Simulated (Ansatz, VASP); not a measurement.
**TaN in VASP and in Ansatz**

Contents of INCAR:

```
PREC = Accurate
ENCUT = 520
EDIFF = 1E-6
ISMEAR = -1
SIGMA = 0.01
LREAL = F
LASPH = T
NELM = 80
ALGO = Normal
ISIF = 2
LWAVE = F
LCHARG = F
GGA = PS
NBANDS = 33
```

File KPOINTS:

```
Automatic mesh
0
Gamma
  6 6 9
```

File POSCAR:

```
TaN
1.0
    5.1960008669      0.0000000000      0.0000000000
   -2.5980004334      4.4998687488      0.0000000000
    0.0000000000      0.0000000000      2.9401100000
Ta N
3 3
Direct
    0.3333333333      0.6666666667      0.5000000000
    0.6666666667      0.3333333333      0.5000000000
    0.0000000000      0.0000000000      0.0000000000
    0.3928500000      0.0000000000      0.0000000000
    0.6071500000      0.6071500000      0.0000000000
    0.0000000000      0.3928500000      0.0000000000
```

Input for Ansatz:

```yaml
crystal:
  lattice:
    - [5.1960008669, 0.0, 0.0]
    - [-2.5980004334, 4.4998687488, 0.0]
    - [0.0, 0.0, 2.94011]
  atoms:
    - { symbol: Ta, position: [0.3333333333, 0.6666666667, 0.5] }
    - { symbol: Ta, position: [0.6666666667, 0.3333333333, 0.5] }
    - { symbol: Ta, position: [0.0, 0.0, 0.0] }
    - { symbol: "N", position: [0.39285, 0.0, 0.0] }
    - { symbol: "N", position: [0.60715, 0.60715, 0.0] }
    - { symbol: "N", position: [0.0, 0.39285, 0.0] }
kpoints:
  mp_grid: { grid: [6, 6, 9] }
  band_path:
    path:
      - [0.0, 0.0, 0.0]
      - [0.5, 0.0, 0.0]
      - [0.3333333333, 0.3333333333, 0.0]
      - [0.0, 0.0, 0.0]
      - [0.0, 0.0, 0.5]
      - [0.5, 0.0, 0.5]
      - [0.3333333333, 0.3333333333, 0.5]
      - [0.0, 0.0, 0.5]
      - [0.5, 0.0, 0.5]
    npoints: 5
scf:
  occupations: { method: fermi_dirac, width: 0.01 }
hamiltonian:
  xc: pbesol
  pseudopotentials: { kind: all_electron, lapw: { basis_error: 0.001 } }
output:
  forces: true
  stress: true
  eigenvalues: true
```

Change from the starting cell: zz strain of +1 %.

Alike in both runs: task single point; functional PBEsol; k mesh 6 × 6 × 9; occupations fermi-dirac, width 0.01 eV; no spin polarisation.

|  | VASP | Ansatz |
| --- | --- | --- |
| version | VASP 6.6.1 | Ansatz 0.2.0 |
| potentials or method | VASP PAW PBE potentials, release 64 (Ta_pv, N), cutoff 520 eV | all-electron LAPW, scalar-relativistic |

|  | VASP | Ansatz | Ansatz less VASP |
| --- | --- | --- | --- |
| pressure (GPa) | -6.2 | -7.0 | -0.76 |
| traceless stress, the component that is largest in VASP (GPa) | -3.84 | -3.71 | +0.129 |
| rms of the force components (eV/Å) | 0.020 | 0.009 | -0.0102 |

VASP's potentials were made for PBE, not for PBEsol. Atom by atom the forces differ by 0.010 eV/Å (rms over components). Ansatz ran all-electron here, and VASP with PAW potentials.

Spin-orbit coupling is off throughout.
